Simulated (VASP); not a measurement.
Input of a VASP 6.6.1 run:

INCAR

```
  PREC = Accurate
  ENCUT = 520
  EDIFF = 1E-7
  ISMEAR = 0
  SIGMA = 0.01
  LREAL = Auto
  LASPH = T
  NELM = 200
  ALGO = Normal
  ISIF = 2
  LWAVE = F
  LCHARG = F
  ISPIN = 2
  MAGMOM = 0 0 0 0 0 0 0.01 0 0.01 0 0 0 0 0 0.01 0 0 0 0.02 0.02 0 0.01 0 0 0.09 0.01 0.03 0.01 0.01 0 0 0.04 0.01 0.02 0.01 0.13
  LORBIT = 11
  NUPDOWN = 1.0
  GGA = PE
  IBRION = 2
  NSW = 100
  EDIFFG = -0.03
  NELECT = 143.0
  GGA_COMPAT = F
  NELMIN = 4
```

Contents of KPOINTS:

```
Automatic mesh
0
Gamma
  1 1 1
  0.25 0.25 0.25
```

Contents of POSCAR:

```
B18AsN17
1.0
    7.4650312800      0.0000000000      0.0000000000
   -3.7325156400      6.4649067300      0.0000000000
    0.0000000000      0.0000000000      6.4954828800
B N As
18 17 1
Direct
    0.1111111100      0.2222222200      0.2500000000
    0.2222222200      0.1111111100      0.7500000000
    0.1111111100      0.5555555600      0.2500000000
    0.2222222200      0.4444444400      0.7500000000
    0.1111111100      0.8888888900      0.2500000000
    0.2222222200      0.7777777800      0.7500000000
    0.4444444400      0.2222222200      0.2500000000
    0.5555555600      0.1111111100      0.7500000000
    0.4444444400      0.5555555600      0.2500000000
    0.5555555600      0.4444444400      0.7500000000
    0.4444444400      0.8888888900      0.2500000000
    0.5555555600      0.7777777800      0.7500000000
    0.7777777800      0.2222222200      0.2500000000
    0.8888888900      0.1111111100      0.7500000000
    0.7777777800      0.5555555600      0.2500000000
    0.8888888900      0.4444444400      0.7500000000
    0.7777777800      0.8888888900      0.2500000000
    0.8888888900      0.7777777800      0.7500000000
    0.1111111100      0.2222222200      0.7500000000
    0.2222222200      0.1111111100      0.2500000000
    0.1111111100      0.5555555600      0.7500000000
    0.2222222200      0.4444444400      0.2500000000
    0.1111111100      0.8888888900      0.7500000000
    0.2222222200      0.7777777800      0.2500000000
    0.4444444400      0.2222222200      0.7500000000
    0.5555555600      0.1111111100      0.2500000000
    0.4444444400      0.5555555600      0.7500000000
    0.4444444400      0.8888888900      0.7500000000
    0.5555555600      0.7777777800      0.2500000000
    0.7777777800      0.2222222200      0.7500000000
    0.8888888900      0.1111111100      0.2500000000
    0.7777777800      0.5555555600      0.7500000000
    0.8888888900      0.4444444400      0.2500000000
    0.7777777800      0.8888888900      0.7500000000
    0.8888888900      0.7777777800      0.2500000000
    0.5555555600      0.4444444400      0.2500000000
```

Potentials or basis: VASP PAW PBE potentials, release 64 (B, N, As).

Launch:

```sh
$ cat potpaw_PBE.64/B/POTCAR potpaw_PBE.64/N/POTCAR potpaw_PBE.64/As/POTCAR > POTCAR
$ mpirun -np 1 vasp_std > vasp.out
```

(1) Estimate the energy gained by relaxing.

## Answers

(1) 324.8 meV/atom.

Caveat: the k points lie up to 0.49 Å⁻¹ apart; the cell carries a net charge on a neutralising background, which shifts energy and pressure; the total moment is fixed, so each spin has its own Fermi level and the state may be an excited one.
